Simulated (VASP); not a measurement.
SnO:

```
Sn O
1.0
     3.79860    0.00000    0.00000
     0.00000    3.79860    0.00000
     0.00000    0.00000    4.84080
Sn O
2 2
Direct
  0.50000 0.00000 0.23690
  0.00000 0.50000 0.76310
  0.00000 0.00000 0.00000
  0.50000 0.50000 0.00000
```

| Property | Result |
| --- | --- |
| Program | VASP 6.6.1 |
| Task | relaxation of cell and atoms |
| Functional | PBE |
| Dispersion | D3(BJ) |
| Potentials or basis | VASP PAW PBE potentials, release 64 (Sn_d, O) |
| Cutoff | 600 eV |
| k mesh | 10 × 10 × 8 |
| Occupations | gaussian, width 0.05 eV |
| Spin | no spin polarisation |

At the start: pressure 2.8 GPa; volume 17.46 Å³/atom.

Problem. How do energy, volume and symmetry change on relaxing?

Solution. Over 12 steps the energy falls by 7.0 meV/atom and the volume is 17.43 Å³/atom (-0.2 %); space group P4/nmm (No. 129, to 0.1 Å) before and after.

Step by step:
```csv
step,energy change (eV),largest force (eV/Å),pressure (GPa),volume (Å³)
1,0.0000,0.6012,2.84,69.85
2,0.0006,0.5033,-2.96,73.02
3,-0.0222,0.0334,-0.19,71.39
4,-0.0222,0.0444,-0.14,71.36
5,-0.0234,0.0531,-0.13,71.22
6,-0.0258,0.0791,-0.13,70.80
7,-0.0247,0.1266,-0.04,69.94
8,-0.0264,0.0999,-0.09,70.48
9,-0.0274,0.0206,-0.23,70.21
10,-0.0275,0.0278,-0.32,70.05
11,-0.0276,0.0244,0.30,69.41
12,-0.0278,0.0001,0.01,69.72
```

Final structure:
```yaml
crystal:
  lattice:
    - [3.83692, 0.00000, 0.00000]
    - [0.00000, 3.83692, 0.00000]
    - [0.00000, 0.00000, 4.73549]
  atoms:
    - { symbol: Sn, position: [0.50000, 0.00000, 0.24532] }
    - { symbol: Sn, position: [0.00000, 0.50000, 0.75468] }
    - { symbol: O, position: [0.00000, 0.00000, 0.00000] }
    - { symbol: O, position: [0.50000, 0.50000, 0.00000] }
```
